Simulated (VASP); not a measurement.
# LaFeGe (P-6m2) in VASP: further runs

The runs below take LaFeGe through single point, with PBE.

All numbers are computed with VASP 6.6.1; they aren't measurements. Logs are shortened: lines on timing, memory, paths and dates and some standing lists are left out, and cuts for length are marked.

**1. The cell of the first run**

The structure is hexagonal, space group P-6m2 (No. 187). The conventional cell has a = 4.232 Å, b = 4.232 Å, c = 4.286 Å, α = 90.00°, β = 90.00°, γ = 120.00°. La (site symmetry -6m2) has 6 Ge at 3.25 Å and 6 Fe at 3.25 Å and 8 La at 4.23 to 4.29 Å within 4.3 Å. Within 3.3 Å of Ge (site symmetry -6m2) lie 3 Fe at 2.44 Å and 6 La at 3.25 Å. Fe (site symmetry -6m2) has 3 Ge at 2.44 Å and 6 La at 3.25 Å within 3.3 Å.

**2. Single point, PBE**

The input, INCAR:

```
ALGO = Fast
EDIFF = 1E-6
ENCUT = 520
GGA = PE
ISIF = 2
ISMEAR = -1
LASPH = True
LCHARG = True
LELF = True
LREAL = False
LVHAR = True
LWAVE = False
NBANDS = 24
NELM = 60
PREC = Accurate
SIGMA = 0.05
```

The input, KPOINTS:

```
k-points
0
Gamma
  7 7 6
```

The input, POSCAR:

```
LaFeGe
1.0
    4.2318077991      0.0000000000      0.0000000000
   -2.1159038996      3.6648530580      0.0000000000
    0.0000000000      0.0000000000      4.2857840000
La Ge Fe
1 1 1
Direct
    0.0000000000      0.0000000000      0.0000000000
    0.6666666667      0.3333333333      0.5000000000
    0.3333333333      0.6666666667      0.5000000000
```

Potentials or basis: VASP PAW PBE potentials, release 64 (La, Ge_d, Fe).

Launch:

```console
> cat potpaw_PBE.64/La/POTCAR potpaw_PBE.64/Ge_d/POTCAR potpaw_PBE.64/Fe/POTCAR > POTCAR
> mpirun -np 1 vasp_std > vasp.out
```

OUTCAR:

```text
EDIFF = 1E-6
   ENCUT = 520
   GGA = PE
   ISIF = 2
   ISMEAR = -1
   LASPH = True
   LREAL = False
   NELM = 60
   PREC = Accurate

 ion  position               nearest neighbor table
   1  0.000  0.000  0.000-   2 3.25   3 3.25   2 3.25   3 3.25   2 3.25   2 3.25   3 3.25   3 3.25
                             2 3.25   2 3.25   3 3.25   3 3.25
   2  0.667  0.333  0.500-   3 2.44   3 2.44   3 2.44   1 3.25   1 3.25   1 3.25   1 3.25   1 3.25
                             1 3.25
   3  0.333  0.667  0.500-   2 2.44   2 2.44   2 2.44   1 3.25   1 3.25   1 3.25   1 3.25   1 3.25
                             1 3.25

  LATTYP: Found a hexagonal cell.
 ALAT       =     4.2318077991
 C/A-ratio  =     1.0127548801

  Lattice vectors:

 A1 = (   4.2318077991,   0.0000000000,   0.0000000000)
 A2 = (  -2.1159038996,   3.6648530580,   0.0000000000)
 A3 = (   0.0000000000,   0.0000000000,   4.2857840000)

Analysis of symmetry for initial positions (statically):
=====================================================================
 Subroutine PRICEL returns:
 Original cell was already a primitive cell.

 Routine SETGRP: Setting up the symmetry group for a
 hexagonal supercell.

 Subroutine GETGRP returns: Found 12 space group operations
 (whereof 12 operations were pure point group operations)
 out of a pool of 24 trial point group operations.

The static configuration has the point symmetry D_3h.

Analysis of symmetry for dynamics (positions and initial velocities):
=====================================================================
 Subroutine PRICEL returns:
 Original cell was already a primitive cell.

 Routine SETGRP: Setting up the symmetry group for a
 hexagonal supercell.

 Subroutine GETGRP returns: Found 12 space group operations
 (whereof 12 operations were pure point group operations)
 out of a pool of 24 trial point group operations.

The dynamic configuration has the point symmetry D_3h.

 Subroutine INISYM returns: Found 12 space group operations
 (whereof 12 operations are pure point group operations),
 and found     1 'primitive' translations

----------------------------------------------------------------------------------------

                                     Primitive cell

  volume of cell :      66.4680

  direct lattice vectors                    reciprocal lattice vectors
     4.231807799  0.000000000  0.000000000     0.236305628  0.136431118  0.000000000
    -2.115903900  3.664853058  0.000000000     0.000000000  0.272862236  0.000000000
     0.000000000  0.000000000  4.285784000     0.000000000  0.000000000  0.233329538

  length of vectors
     4.231807799  4.231807799  4.285784000     0.272862236  0.272862236  0.233329538

  position of ions in fractional coordinates (direct lattice)
     0.000000000  0.000000000  0.000000000
     0.666666667  0.333333333  0.500000000
     0.333333333  0.666666667  0.500000000

  ion indices of the primitive-cell ions
   primitive index   ion index
                 1           1
                 2           2
                 3           3

----------------------------------------------------------------------------------------

 KPOINTS: k-points

Automatic generation of k-mesh.
 Grid dimensions read from file:
 generate k-points for:    7    7    6

 Generating k-lattice:

  Cartesian coordinates                     Fractional coordinates (reciprocal lattice)
     0.033757947  0.019490160  0.000000000     0.142857143  0.000000000  0.000000000
     0.000000000  0.038980319  0.000000000     0.000000000  0.142857143  0.000000000
     0.000000000  0.000000000  0.038888256     0.000000000  0.000000000  0.166666667

  Length of vectors
     0.038980319  0.038980319  0.038888256

  Shift w.r.t. Gamma in fractional coordinates (k-lattice)
     0.000000000  0.000000000  0.000000000

 Subroutine IBZKPT returns following result:
 ===========================================

 Found     32 irreducible k-points:

 Following reciprocal coordinates:
            Coordinates               Weight
  0.000000  0.000000  0.000000      1.000000
  0.142857 -0.000000  0.000000      6.000000
  0.285714  0.000000  0.000000      6.000000
  0.428571 -0.000000  0.000000      6.000000
  0.142857  0.142857  0.000000      6.000000
  0.285714  0.142857  0.000000     12.000000
[... 16 lines left out ...]
  0.428571  0.142857  0.333333     12.000000
  0.285714  0.285714  0.333333     12.000000
 [... further k-points ...]
   k-points           NKPTS =     32   k-points in BZ     NKDIM =     32   number of bands    NBANDS=     24
   number of dos      NEDOS =    301   number of ions     NIONS =      3
   total plane-waves  NPLWV =  32768
   dimension x,y,z NGX =    32 NGY =   32 NGZ =   32
   dimension x,y,z NGXF=    64 NGYF=   64 NGZF=   64
   ions per type =               1   1   1
   NGX,Y,Z   is equivalent  to a cutoff of  12.57, 12.57, 12.41 a.u.
   NGXF,Y,Z  is equivalent  to a cutoff of  25.14, 25.14, 24.83 a.u.
 SYSTEM =  unknown system
   PREC   = accura    normal or accurate (medium, high low for compatibility)
   ISTART =      0    job   : 0-new  1-cont  2-samecut
   ICHARG =      2    charge: 1-file 2-atom 10-const
   ISPIN  =      1    spin polarized calculation?
   LNONCOLLINEAR =      F non collinear calculations
   LSORBIT =      F    spin-orbit coupling
   LASPH  =      T    aspherical Exc in radial PAW
   ENCUT  =  520.0 eV  38.22 Ry    6.18 a.u.   7.87  7.87  7.97*2*pi/ulx,y,z
   NELM   =     60;   NELMIN=  2; NELMDL= -5     # of ELM steps
   EDIFF  = 0.1E-05   stopping-criterion for ELM
   LREAL  =      F    real-space projection
   EDIFFG = 0.1E-04   stopping-criterion for IOM
   NSW    =      0    number of steps for IOM
   IBRION =     -1    ionic relax: 0-MD 1-quasi-New 2-CG
   NFREE  =      0    steps in history (QN), initial steepest desc. (CG)
   ISIF   =      2    stress and relaxation
   ISYM   =      2    0-nonsym 1-usesym 2-fastsym
   POTIM  = 0.5000    time-step for ionic-motion
   TEBEG  =    0.0;   TEEND  =   0.0 temperature during run
   PSTRESS=    0.0 pullay stress
   NELECT =      33.0000    total number of electrons
   NUPDOWN=      -1.0000    fix difference up-down
   EMIN   =  10.00;   EMAX   =-10.00  energy-range for DOS
   EFERMI =   0.00;   METHOD = LEGACY
   ISMEAR =    -1;   SIGMA  =   0.05  broadening in eV -4-tet -1-fermi 0-gaus
   EFERMI_NEDOS =   21; number of points for ismear=-14 and -15
   IALGO  =     68    algorithm
   IMIX   =      4    mixing-type and parameters
     AMIX     =   0.40;   BMIX     =  1.00
     AMIX_MAG =   1.60;   BMIX_MAG =  1.00
  volume/ion in A,a.u.               =      22.16       149.52
  Fermi-wavevector in a.u.,A,eV,Ry     =   1.296309  2.449669 22.863463  1.680417
  Thomas-Fermi vector in A             =   2.427774
   LORBIT       =      0    0 simple, 1 ext, 2 COOP (PROOUT), +10 PAW based schemes
   GGA     = PE    functional components
   LHFCALC =     F    Hartree Fock is set to
   AEXX    =    0.0000 exact exchange contribution
   IVDW    =     0    specifies the selected vdW correction
   LEPSILON=     F    determine dielectric tensor
   LRPA    =     F    only Hartree local field effects (RPA)
 non-spin polarized calculation
 RMM-DIIS sequential band-by-band and
  energy-cutoff  :      520.00
  volume of cell :       66.47
 maximum number of plane-waves:      1804
 NGX is ok and might be reduce to    32
   NGX = 15   NGY = 15   NGZ = 15

 number of electron      32.9999991 magnetization

 Free energy of the ion-electron system (eV)
  ---------------------------------------------------
  ext. energy  EPLUGINS =         0.00000000
  ---------------------------------------------------
  free energy    TOTEN  =       -18.57606253 eV

  energy without entropy =      -18.54237792  energy(sigma->0) =      -18.55922023

 E-fermi :   6.9483     XC(G=0): -10.6837

 val. band max:        6.8874165938   @ k =   0.1429   0.1429   0.5000
 cond. band min:       6.9703465867   @ k =   0.1429   0.1429   0.0000
 fundamental gap:      0.0829299929
 Fermi energy:         6.9483035915

 k-point     1 :       0.0000    0.0000    0.0000
  band No.  band energies     occupation
      1     -25.4235      2.00000
      2     -16.9083      2.00000
      3     -16.8790      2.00000
      4     -16.8790      2.00000
      5     -16.8233      2.00000
      6     -16.8233      2.00000
[... 16 lines left out ...]
     23       9.4095      0.00000
     24       9.4330      0.00000

 k-point     2 :       0.1429   -0.0000    0.0000
  band No.  band energies     occupation
      1     -25.4172      2.00000
      2     -16.9078      2.00000
      3     -16.8794      2.00000
      4     -16.8791      2.00000
      5     -16.8238      2.00000
      6     -16.8230      2.00000
[... 16 lines left out ...]
     23       9.3990      0.00000
     24       9.4667      0.00000

 k-point     3 :       0.2857    0.0000    0.0000
  band No.  band energies     occupation
      1     -25.4029      2.00000
      2     -16.9068      2.00000
      3     -16.8806      2.00000
      4     -16.8793      2.00000
      5     -16.8247      2.00000
      6     -16.8223      2.00000
[... 16 lines left out ...]
     23       9.4540      0.00000
     24       9.6335      0.00000

 k-point     4 :       0.4286   -0.0000    0.0000
  band No.  band energies     occupation
      1     -25.3914      2.00000
      2     -16.9060      2.00000
      3     -16.8815      2.00000
      4     -16.8795      2.00000
      5     -16.8254      2.00000
      6     -16.8217      2.00000
[... 16 lines left out ...]
     23       9.4648      0.00000
     24       9.4773      0.00000

 k-point     5 :       0.1429    0.1429    0.0000
  band No.  band energies     occupation
      1     -25.4069      2.00000
      2     -16.9071      2.00000
      3     -16.8803      2.00000
      4     -16.8792      2.00000
      5     -16.8243      2.00000
      6     -16.8226      2.00000
[... 451 lines left out ...]
 k-point    22 :       0.2857    0.1429    0.3333
  band No.  band energies     occupation
      1     -25.3834      2.00000
      2     -16.9039      2.00000
      3     -16.8812      2.00000
      4     -16.8797      2.00000
      5     -16.8256      2.00000
      6     -16.8221      2.00000
[... 16 lines left out ...]
     23       9.4572      0.00000
     24       9.5140      0.00000

 k-point    23 :       0.4286    0.1429    0.3333
  band No.  band energies     occupation
      1     -25.3779      2.00000
      2     -16.9034      2.00000
      3     -16.8814      2.00000
      4     -16.8796      2.00000
      5     -16.8261      2.00000
      6     -16.8220      2.00000
[... 16 lines left out ...]
     23       9.4517      0.00000
     24       9.4899      0.00000

 k-point    24 :       0.2857    0.2857    0.3333
  band No.  band energies     occupation
      1     -25.3766      2.00000
      2     -16.9034      2.00000
      3     -16.8816      2.00000
      4     -16.8795      2.00000
      5     -16.8254      2.00000
      6     -16.8228      2.00000
[... 16 lines left out ...]
     23       9.4749      0.00000
     24       9.5117      0.00000

 [... further k-points ...]
[... 5 lines left out ...]
  --------------------------------------------------------------------------------------
  -------------------------------------------------------------------------------------
  Total       -1.9327253     -1.9327253     -1.0456966      0.0000000      0.0000000      0.0000000
  in kB      -46.5873426    -46.5873426    -25.2059750      0.0000000      0.0000000      0.0000000
  external PRESSURE =     -39.4602201 kB  Pullay stress =       0.0000000 kB

 VOLUME and BASIS-vectors are now :
 -----------------------------------------------------------------------------
  energy-cutoff  :      520.00
  volume of cell :       66.47
      direct lattice vectors                 reciprocal lattice vectors
     4.231807799  0.000000000  0.000000000     0.236305628  0.136431118  0.000000000
    -2.115903900  3.664853058  0.000000000     0.000000000  0.272862236  0.000000000
     0.000000000  0.000000000  4.285784000     0.000000000  0.000000000  0.233329538

 POSITION                                       TOTAL-FORCE (eV/Angst)
 -----------------------------------------------------------------------------------
      0.00000      0.00000      0.00000         0.000000     -0.000000      0.000000
      2.11590      1.22162      2.14289         0.000000     -0.000000      0.000000
     -0.00000      2.44324      2.14289        -0.000000      0.000000      0.000000
 -----------------------------------------------------------------------------------
    total drift:                               -0.000002      0.000001      0.000000

  FREE ENERGIE OF THE ION-ELECTRON SYSTEM (eV)
  ---------------------------------------------------
  free  energy   TOTEN  =       -18.5760625350 eV

  energy  without entropy=      -18.5423779165  energy(sigma->0) =      -18.55922023
```

It took 46 s on 1 thread of Intel Xeon 6975P-C (Granite Rapids), shared host; peak memory 0.23 GiB.

Results:

```
Free energy            : -18.5761 eV
Pressure               : -3.9 GPa
Band gap on the k mesh : zero (an odd number of electrons rules out a gap without spin polarisation)
```

Stress tensor (GPa, compression positive):
```
-4.66  0.00  0.00
 0.00 -4.66  0.00
 0.00  0.00 -2.52
```

Caveat: the cell stands under tension; spin-orbit coupling is left out, which moves the levels of the heavy elements; the run has no spin polarisation, though such a crystal can be magnetic.

**3. Single point, PBE, collinear spin, ferromagnetic start**

The input, INCAR:

```
ALGO = Normal
EDIFF = 1E-7
ENCUT = 520
GGA = PE
ISIF = 2
ISMEAR = -1
ISPIN = 2
LASPH = True
LCHARG = False
LMAXMIX = 6
LORBIT = 11
LREAL = False
LWAVE = False
MAGMOM = 0 0 0.22
NBANDS = 28
NELM = 150
PREC = Accurate
SIGMA = 0.05
```

KPOINTS is that of step 2.

POSCAR is that of step 2.

Potentials or basis: VASP PAW PBE potentials, release 64 (La, Ge_d, Fe).

Launch:

```console
> cat potpaw_PBE.64/La/POTCAR potpaw_PBE.64/Ge_d/POTCAR potpaw_PBE.64/Fe/POTCAR > POTCAR
> mpirun -np 1 vasp_std > vasp.out
```

It took 72 s on 1 thread of Intel Xeon 6975P-C (Granite Rapids), shared host; peak memory 0.27 GiB.

It converged, with:

```
Free energy                                           : -18.5762 eV
Pressure                                              : -3.9 GPa
Net moment                                            : 0.00 μB per cell
Valence electrons inside the program's atomic spheres : La 8.51; Ge 12.43; Fe 7.14
```

Stress tensor (GPa, compression positive):
```
-4.63  0.00  0.00
 0.00 -4.63  0.00
 0.00  0.00 -2.49
```

Levels at points of the mesh, in eV from the Fermi level:
Spin up:
| k point | band 14 | band 15 | band 16 | band 17 | band 18 | band 19 |
| --- | --- | --- | --- | --- | --- | --- |
| (0.00, 0.00, 0.00) | -0.67 | -0.67 | 0.05 | 0.71 | 0.71 | 0.72 |
| (0.00, 0.00, 0.50) | -0.97 | -0.97 | -0.25 | 1.61 | 1.61 | 1.81 |
Spin down:
```tsv
k point	band 12	band 13	band 14	band 15	band 16	band 17	band 18	band 19	band 20	band 21
(0.00, 0.00, 0.00)	-2.29	-1.85	-0.67	-0.67	0.05	0.71	0.71	0.72	2.12	2.46
(0.00, 0.00, 0.50)	-2.43	-2.43	-0.97	-0.97	-0.25	1.61	1.61	1.81	2.34	2.41
```

Caveat: the cell stands under tension; spin-orbit coupling is left out, which moves the levels of the heavy elements.

**4. Single point, PBE, collinear spin, ferromagnetic start**

The input, INCAR:

```
ALGO = Normal
EDIFF = 1E-6
ENCUT = 600
GGA = PE
GGA_COMPAT = False
ISIF = 2
ISMEAR = -1
ISPIN = 2
LASPH = True
LCHARG = False
LMAXMIX = 6
LORBIT = 11
LREAL = False
LWAVE = False
MAGMOM = 0 0 6
NBANDS = 32
NELM = 200
NUPDOWN = 6.0
PREC = Accurate
SIGMA = 0.05
```

The input, KPOINTS:

```
k-points
0
Gamma
  6 6 5
```

POSCAR is that of step 3.

Potentials or basis: VASP PAW PBE potentials, release 64 (La, Ge_d, Fe_sv).

Launch:

```console
> cat potpaw_PBE.64/La/POTCAR potpaw_PBE.64/Ge_d/POTCAR potpaw_PBE.64/Fe_sv/POTCAR > POTCAR
> mpirun -np 1 vasp_std > vasp.out
```

It took 2.7 min on 1 thread of Intel Xeon Platinum 8488C (Sapphire Rapids), shared host; peak memory 0.31 GiB.

It converged, with:

* Free energy: -16.4910 eV
* Pressure: 7.2 GPa
* Net moment: 6.00 μB per cell
* Site moments: La +0.71; Ge +0.24; Fe +3.21 μB
* Valence electrons inside the program's atomic spheres: La 8.64; Ge 12.47; Fe 13.62

Stress tensor (GPa, compression positive):
```
7.29 0.00 0.00
0.00 7.29 0.00
0.00 0.00 7.12
```

Caveat: the cell stands under pressure; spin-orbit coupling is left out, which moves the levels of the heavy elements; the total moment is fixed, so each spin has its own Fermi level and the state may be an excited one.

**5. The runs side by side**

| potentials or basis | spin | fixed moment (μB) | k mesh | cutoff (eV) | gap on the mesh (eV) | pressure (GPa) | moment (μB) |
| --- | --- | --- | --- | --- | --- | --- | --- |
| VASP PAW PBE potentials, release 64 (La, Ge_d, Fe) | off | - | 7 × 7 × 6 | 520 | none | -3.9 | - |
| VASP PAW PBE potentials, release 64 (La, Ge_d, Fe) | collinear, ferromagnetic start | - | 7 × 7 × 6 | 520 | none | -3.9 | 0.00 |
| VASP PAW PBE potentials, release 64 (La, Ge_d, Fe_sv) | collinear, ferromagnetic start | 6.0 | 6 × 6 × 5 | 600 | - | 7.2 | 6.00 |

Alike in all rows: task single point; level PBE; cell as given; smearing fermi-dirac 0.05 eV.

Caveats: spin-orbit coupling is left out, which moves the levels of the heavy elements; the cell stands under tension (at least some runs); the cell stands under pressure (at least some runs); the total moment is fixed, so each spin has its own Fermi level and the state may be an excited one (at least some runs).

Total energies depend on the potentials used, so only differences within one code and one set of settings carry meaning.

The gap in the log of VASP goes by the Fermi energy; the results here count the filled bands.